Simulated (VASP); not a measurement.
# HfO2 in VASP: a series of runs

The runs below take HfO2 through single point, with PBE.

Program: VASP 6.6.1. These are calculated values, not measurements. Logs are shortened: lines on timing, memory, paths and dates and some standing lists are left out, and cuts for length are marked.

## 1. The cell of the first run

The cell holds an amorphous packing of atoms, 15 atoms: a = 5.863 Å, b = 5.416 Å, c = 5.761 Å, α = 90.41°, β = 93.48°, γ = 87.37°.

## 2. Single point, PBE

The input, INCAR:

```
SYSTEM = HfO2
PREC = Accurate
ENCUT = 520
EDIFF = 1E-7
ISMEAR = -1
SIGMA = 0.1861
LREAL = Auto
LASPH = .TRUE.
NELM = 80
ALGO = Normal
ISIF = 2
LWAVE = .FALSE.
LCHARG = .TRUE.
GGA = PE
LELF = .TRUE.
LVHAR = .TRUE.
NBANDS = 68
ISYM = 0
```

The input, KPOINTS:

```
Automatic mesh
0
G
  1 1 1
  0 0 0
```

The input, POSCAR:

```
HfO2
1.0
    5.8586830000      0.1288100000     -0.1763910000
    0.1288100000      5.4147420000     -0.0179830000
   -0.1763910000     -0.0179830000      5.7582330000
Hf O
5 10
Direct
    0.7638764943      0.5129357888      0.1571423148
    0.8588125043      0.1938114976      0.6364841625
    0.3291492305      0.3554062557      0.7292939054
    0.2431917546     -0.0671550347      1.1928678794
    0.4819651547      0.8482421746      0.6727164834
    0.0230578454      0.4732271849      0.4358669128
   -0.0345061246      0.2692013151      0.9735268575
    0.1493964420      0.0194332771      0.5038612811
    0.6321674627      0.4822116093      0.7778426580
    0.8808945853      0.8336976749      1.1854444344
    0.4631908083      0.1049198746      0.9554390147
    0.4592280839      0.6683003157      0.3347026328
    0.5612470244      0.1955136015      0.4727764307
    0.7922995658      0.8432501298      0.7362509783
    0.2806564973      0.6740151381      0.8592804589
```

Potentials or basis: VASP PAW PBE potentials, release 64 (Hf_pv, O).

Command:

```console
> cat potpaw_PBE.64/Hf_pv/POTCAR potpaw_PBE.64/O/POTCAR > POTCAR
> mpirun -np 1 vasp_gam > vasp.out
```

OUTCAR:

```text
SYSTEM = HfO2
   PREC = Accurate
   ENCUT = 520
   EDIFF = 1E-7
   ISMEAR = -1
   LREAL = Auto
   LASPH = .TRUE.
   NELM = 80
   ISIF = 2
   GGA = PE
   ISYM = 0

 ion  position               nearest neighbor table
   1  0.764  0.513  0.157-  10 1.90   7 2.06   6 2.15  12 2.24   9 2.28  13 2.86   2 3.27   2 3.51
                             3 3.56   5 3.61   4 3.69   4 3.74
   2  0.859  0.194  0.636-  13 1.93   7 2.05  14 2.05   8 2.09   9 2.19   6 2.20   3 2.95   5 2.98
                             3 3.26   1 3.27   1 3.51   4 3.74
   3  0.329  0.355  0.729-  15 1.89   9 1.94  11 1.99  13 2.21   6 2.46   8 2.47   7 2.68   5 2.87
                             5 2.88   2 2.95   2 3.26   1 3.56   4 3.60   4 3.85
   4  0.243  0.933  0.193-   8 1.95  12 2.01  11 2.18  10 2.21  15 2.39   7 2.66  13 2.82   5 3.05
                             5 3.40   3 3.60   1 3.69   2 3.74   1 3.74   3 3.85
   5  0.482  0.848  0.673-  14 1.83  15 1.93  11 2.14  12 2.17   9 2.21   8 2.29  13 2.29   3 2.87
                             3 2.88   2 2.98   4 3.05   4 3.40   1 3.61
   6  0.023  0.473  0.436-   1 2.15   2 2.20   3 2.46
   7  0.965  0.269  0.974-   2 2.05   1 2.06   4 2.66   3 2.68
   8  0.149  0.019  0.504-   4 1.95   2 2.09   5 2.29   3 2.47
   9  0.632  0.482  0.778-   3 1.94   2 2.19   5 2.21   1 2.28
  10  0.881  0.834  0.185-   1 1.90   4 2.21
  11  0.463  0.105  0.955-   3 1.99   5 2.14   4 2.18
  12  0.459  0.668  0.335-   4 2.01   5 2.17   1 2.24
  13  0.561  0.196  0.473-   2 1.93   3 2.21   5 2.29   4 2.82   1 2.86
  14  0.792  0.843  0.736-   5 1.83   2 2.05
  15  0.281  0.674  0.859-   3 1.89   5 1.93   4 2.39

IMPORTANT INFORMATION: All symmetrisations will be switched off!
NOSYMM: (Re-)initialisation of all symmetry stuff for point group C_1.

----------------------------------------------------------------------------------------

                                     Primitive cell

  volume of cell :     182.4048

  direct lattice vectors                    reciprocal lattice vectors
     5.858683000  0.128810000 -0.176391000     0.170933113 -0.004048939  0.005223521
     0.128810000  5.414742000 -0.017983000    -0.004048939  0.184778830  0.000453035
    -0.176391000 -0.017983000  5.758233000     0.005223521  0.000453035  0.173825812

  length of vectors
     5.862752962  5.416303752  5.760962112     0.171060832  0.184823741  0.173904869

  position of ions in fractional coordinates (direct lattice)
     0.763876494  0.512935789  0.157142315
     0.858812504  0.193811498  0.636484162
     0.329149231  0.355406256  0.729293905
     0.243191755  0.932844965  0.192867879
     0.481965155  0.848242175  0.672716483
     0.023057845  0.473227185  0.435866913
     0.965493875  0.269201315  0.973526857
     0.149396442  0.019433277  0.503861281
     0.632167463  0.482211609  0.777842658
     0.880894585  0.833697675  0.185444434
     0.463190808  0.104919875  0.955439015
     0.459228084  0.668300316  0.334702633
     0.561247024  0.195513601  0.472776431
     0.792299566  0.843250130  0.736250978
     0.280656497  0.674015138  0.859280459

  ion indices of the primitive-cell ions
   primitive index   ion index
                 1           1
                 2           2
                 3           3
                 4           4
                 5           5
                 6           6
                 7           7
                 8           8
                 9           9
                10          10
                11          11
                12          12
                13          13
                14          14
                15          15

----------------------------------------------------------------------------------------

 KPOINTS: Automatic mesh

Automatic generation of k-mesh.
 Grid dimensions read from file:
 generate k-points for:    1    1    1

 Generating k-lattice:

  Cartesian coordinates                     Fractional coordinates (reciprocal lattice)
     0.170933113 -0.004048939  0.005223521     1.000000000  0.000000000  0.000000000
    -0.004048939  0.184778830  0.000453035     0.000000000  1.000000000  0.000000000
     0.005223521  0.000453035  0.173825812     0.000000000 -0.000000000  1.000000000

  Length of vectors
     0.171060832  0.184823741  0.173904869

  Shift w.r.t. Gamma in fractional coordinates (k-lattice)
     0.000000000  0.000000000  0.000000000

 Subroutine IBZKPT returns following result:
 ===========================================

 Found      1 irreducible k-points:

 Following reciprocal coordinates:
            Coordinates               Weight
  0.000000  0.000000  0.000000      1.000000
   k-points           NKPTS =      1   k-points in BZ     NKDIM =      1   number of bands    NBANDS=     68
   number of dos      NEDOS =    301   number of ions     NIONS =     15
   total plane-waves  NPLWV =  92160
   dimension x,y,z NGX =    48 NGY =   40 NGZ =   48
   dimension x,y,z NGXF=    96 NGYF=   80 NGZF=   96
   ions per type =               5  10
   NGX,Y,Z   is equivalent  to a cutoff of  13.61, 12.28, 13.85 a.u.
   NGXF,Y,Z  is equivalent  to a cutoff of  27.22, 24.55, 27.70 a.u.
 SYSTEM =  HfO2
   PREC   = accura    normal or accurate (medium, high low for compatibility)
   ISTART =      0    job   : 0-new  1-cont  2-samecut
   ICHARG =      2    charge: 1-file 2-atom 10-const
   ISPIN  =      1    spin polarized calculation?
   LNONCOLLINEAR =      F non collinear calculations
   LSORBIT =      F    spin-orbit coupling
   LASPH  =      T    aspherical Exc in radial PAW
   ENCUT  =  520.0 eV  38.22 Ry    6.18 a.u.  10.90 10.07 10.71*2*pi/ulx,y,z
   NELM   =     80;   NELMIN=  2; NELMDL= -5     # of ELM steps
   EDIFF  = 0.1E-06   stopping-criterion for ELM
   LREAL  =      T    real-space projection
   EDIFFG = 0.1E-05   stopping-criterion for IOM
   NSW    =      0    number of steps for IOM
   IBRION =     -1    ionic relax: 0-MD 1-quasi-New 2-CG
   NFREE  =      0    steps in history (QN), initial steepest desc. (CG)
   ISIF   =      2    stress and relaxation
   ISYM   =      0    0-nonsym 1-usesym 2-fastsym
   POTIM  = 0.5000    time-step for ionic-motion
   TEBEG  =    0.0;   TEEND  =   0.0 temperature during run
   PSTRESS=    0.0 pullay stress
   NELECT =     110.0000    total number of electrons
   NUPDOWN=      -1.0000    fix difference up-down
   EMIN   =  10.00;   EMAX   =-10.00  energy-range for DOS
   EFERMI =   0.00;   METHOD = LEGACY
   ISMEAR =    -1;   SIGMA  =   0.19  broadening in eV -4-tet -1-fermi 0-gaus
   EFERMI_NEDOS =   21; number of points for ismear=-14 and -15
   IALGO  =     38    algorithm
   IMIX   =      4    mixing-type and parameters
     AMIX     =   0.40;   BMIX     =  1.00
     AMIX_MAG =   1.60;   BMIX_MAG =  1.00
  volume/ion in A,a.u.               =      12.16        82.06
  Fermi-wavevector in a.u.,A,eV,Ry     =   1.383121  2.613720 26.028282  1.913025
  Thomas-Fermi vector in A             =   2.507749
   LORBIT       =      0    0 simple, 1 ext, 2 COOP (PROOUT), +10 PAW based schemes
   GGA     = PE    functional components
   LHFCALC =     F    Hartree Fock is set to
   AEXX    =    0.0000 exact exchange contribution
   IVDW    =     0    specifies the selected vdW correction
   LEPSILON=     F    determine dielectric tensor
   LRPA    =     F    only Hartree local field effects (RPA)
 non-spin polarized calculation
  energy-cutoff  :      520.00
  volume of cell :      182.40
 maximum number of plane-waves:      2461
 NGX is ok and might be reduce to    42
   NGX = 21   NGY = 21   NGZ = 21

 number of electron     110.0000014 magnetization

 Free energy of the ion-electron system (eV)
  ---------------------------------------------------
  ext. energy  EPLUGINS =         0.00000000
  ---------------------------------------------------
  free energy    TOTEN  =      -141.82601709 eV

  energy without entropy =     -141.82306317  energy(sigma->0) =     -141.82454013

 E-fermi :   4.9946     XC(G=0): -11.0878

 val. band max:        3.5440595559   @ k =   0.0000   0.0000   0.0000
 cond. band min:       6.4767205139   @ k =   0.0000   0.0000   0.0000
 fundamental gap:      2.9326609580
 Fermi energy:         4.9945526783

 k-point     1 :       0.0000    0.0000    0.0000
  band No.  band energies     occupation
      1     -27.7472      2.00000
      2     -27.7061      2.00000
      3     -27.5913      2.00000
      4     -27.4342      2.00000
      5     -27.2789      2.00000
      6     -27.0180      2.00000
[... 59 lines left out ...]
     66       8.5079      0.00000
     67       8.6842      0.00000
 [bands above 67 left out]

------------------------ aborting loop because EDIFF is reached ----------------------------------------

  FORCE on cell =-STRESS in cart. coord.  units (eV):
  Direction    XX          YY          ZZ          XY          YZ          ZX
  --------------------------------------------------------------------------------------
  -------------------------------------------------------------------------------------
  Total        8.8921222     20.8403889      1.3162424      3.1234953     -2.8373855      1.3431775
  in kB       78.1051571    183.0543719     11.5613934     27.4356429    -24.9225594     11.7979812
  external PRESSURE =      90.9069741 kB  Pullay stress =       0.0000000 kB

 VOLUME and BASIS-vectors are now :
 -----------------------------------------------------------------------------
  energy-cutoff  :      520.00
  volume of cell :      182.40
      direct lattice vectors                 reciprocal lattice vectors
     5.858683000  0.128810000 -0.176391000     0.170933113 -0.004048939  0.005223521
     0.128810000  5.414742000 -0.017983000    -0.004048939  0.184778830  0.000453035
    -0.176391000 -0.017983000  5.758233000     0.005223521  0.000453035  0.173825812

 POSITION                                       TOTAL-FORCE (eV/Angst)
 -----------------------------------------------------------------------------------
      4.51366      2.87298      0.76090         1.911030      1.519332      1.025487
      4.94421      1.14862      3.51005         1.227279      0.066470      1.095831
      1.84552      1.95372      4.13499        -1.664070     -0.903238     -2.039497
      1.51092      5.07897      1.05091        -2.366149     -0.819735     -1.902376
      2.81428      4.64300      3.77339         0.859433     -0.747016     -1.907650
      0.11916      2.55753      2.49725        -1.463542     -2.506409      0.860151
      5.51948      1.56451      5.43065         2.113002     -0.258461     -0.389806
      0.78889      0.11541      2.87465         1.615192      0.652118      1.536300
      3.62858      2.67849      4.35882         0.582854     -0.334380      0.826847
      5.23556      4.62439      0.89746         1.695681     -0.408310     -0.834606
      2.55867      0.61060      5.41805        -2.479771     -0.626606      1.009096
      2.71752      3.67181      1.83427        -0.022197      1.353177     -0.691066
      3.22996      1.12245      2.61984        -2.002594     -0.981575     -0.999553
      4.62058      4.65480      4.08459         2.604167      2.750256     -0.866498
      1.57953      3.67032      4.88631        -2.610313      1.244376      3.277341
 -----------------------------------------------------------------------------------
    total drift:                               -0.001292      0.000329      0.005425

  FREE ENERGIE OF THE ION-ELECTRON SYSTEM (eV)
  ---------------------------------------------------
  free  energy   TOTEN  =      -141.8260170868 eV

  energy  without entropy=     -141.8230631742  energy(sigma->0) =     -141.82454013
```

Run time: 75 s. Hardware: 1 thread of AMD EPYC 7R13, shared host; peak memory 0.24 GiB.

Results:

* Free energy: -141.8260 eV
* Pressure: 9.1 GPa
* Largest force: 4.371 eV/Å
* Band gap on the k mesh: 2.93 eV

Forces on the atoms (eV/Å):
```
Hf   1.911  1.519  1.025
Hf   1.227  0.066  1.096
Hf  -1.664 -0.903 -2.039
Hf  -2.366 -0.820 -1.902
Hf   0.859 -0.747 -1.908
O   -1.464 -2.506  0.860
O    2.113 -0.258 -0.390
O    1.615  0.652  1.536
O    0.583 -0.334  0.827
O    1.696 -0.408 -0.835
O   -2.480 -0.627  1.009
O   -0.022  1.353 -0.691
O   -2.003 -0.982 -1.000
O    2.604  2.750 -0.866
O   -2.610  1.244  3.277
```

Caveat: the k points lie up to 1.16 Å⁻¹ apart; spin-orbit coupling is left out, which moves the levels of the heavy elements.

(Part 1 of 2 ends here.)
